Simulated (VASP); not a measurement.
Wanted: the native input for a VASP 6.6.1 run.

```
Task                   : relaxation of cell and atoms
Functional             : PBE
Potentials or basis    : VASP PAW PBE potentials, release 64 (Hf_pv, O)
Cutoff                 : 600 eV
k mesh                 : 9 × 9 × 9
Occupations            : fermi-dirac, width 0.05 eV
Spin                   : no spin polarisation
Hubbard terms          : Hf d U = 1.0 eV
Dipole correction      : no
Further INCAR settings : ALGO = Normal; EDIFF = 1e-06; IBRION = 2; EDIFFG = -0.01; NSW = 60; ISIF = 3
```

The structure of HfO2 lies in POSCAR:

```
HfO2
1.0
    0.0000000000      2.5575000000      2.5575000000
    2.5575000000      0.0000000000      2.5575000000
    2.5575000000      2.5575000000      0.0000000000
Hf O
1 2
Direct
    0.0000000000      0.0000000000      0.0000000000
    0.7500000000      0.7500000000      0.7500000000
    0.2500000000      0.2500000000      0.2500000000
```

These files were run (other wordings do the same):

INCAR

```
SYSTEM = HfO2
PREC = Accurate
ENCUT = 600
EDIFF = 1E-6
ISMEAR = -1
SIGMA = 0.05
LREAL = .FALSE.
LASPH = .TRUE.
NELM = 150
ALGO = Normal
ISIF = 3
LWAVE = .FALSE.
LCHARG = .FALSE.
LMAXMIX = 4
LDAU = .TRUE.
LDAUTYPE = 2
LDAUL = 2 -1
LDAUU = 1 0
LDAUJ = 0 0
LDAUPRINT = 1
GGA = PE
IBRION = 2
NSW = 60
EDIFFG = -0.01
```

KPOINTS

```
regular mesh
0
G
  9 9 9
  0 0 0
```

Potentials or basis: VASP PAW PBE potentials, release 64 (Hf_pv, O).

Launch:

```bash
$ cat potpaw_PBE.64/Hf_pv/POTCAR potpaw_PBE.64/O/POTCAR > POTCAR
$ mpirun -np 1 vasp_std > vasp.out
```

It gave:

| Property | Result |
| --- | --- |
| Relaxed volume | 10.99 Å³/atom |
| Relaxed cell | a = 3.599 Å, b = 3.599 Å, c = 3.599 Å, α = 60.00°, β = 60.00°, γ = 60.00° |
| Space group after relaxing (to 0.1 Å) | Fm-3m (No. 225) |
| Energy gained by relaxing | 1.9 meV/atom |
| Ionic steps | 3 |
| Pressure after relaxing | 0.0 GPa |
| Band gap on the k mesh | 4.01 eV (least direct gap 4.12 eV) |

Caveat: spin-orbit coupling is left out, which moves the levels of the heavy elements; an odd mesh through Γ misses points on the zone boundary, where band edges can lie.

Run time: 81 s on 1 thread of Intel Xeon 8259CL (shared host), peak memory 0.19 GiB.
